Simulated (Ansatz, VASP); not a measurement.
# One calculation of Ag, two programs

```
CELL_PARAMETERS angstrom
2.93000 0.00000 0.00000
-1.46500 2.53745 0.00000
0.00000 0.00000 4.79000
ATOMIC_POSITIONS crystal
Ag 0.33333 0.66667 0.25000
Ag 0.66667 0.33333 0.75000
```

Alike in both runs: task single point; functional LDA; k mesh 24 × 24 × 12; occupations methfessel-paxton of order 1, width 0.1 eV; no spin polarisation.

|  | VASP | Ansatz |
| --- | --- | --- |
| version | VASP 6.6.1 | Ansatz 0.2.0 |
| potentials or method | VASP PAW LDA potentials, release 64 (Ag), cutoff 520 eV | scalar-relativistic, plane waves, PAW |
| valence electrons in the cell | 22 | 38 |

|  | VASP | Ansatz | Ansatz less VASP |
| --- | --- | --- | --- |
| gap on the k mesh at the Fermi level (eV) | none | none | - |
| pressure (GPa) | -10.6 | -10.7 | -0.13 |
| traceless stress, the component that is largest in VASP (GPa) | 0.21 | 0.22 | +0.009 |

LDA's correlation is that of Perdew and Zunger in VASP and of Perdew and Wang (1992) in Ansatz. A gap of «none» marks a metal or a gap that the smearing closes. VASP's potentials hold 22 valence electrons a cell and Ansatz's 38, so a difference there can come from the potentials and not from the codes.
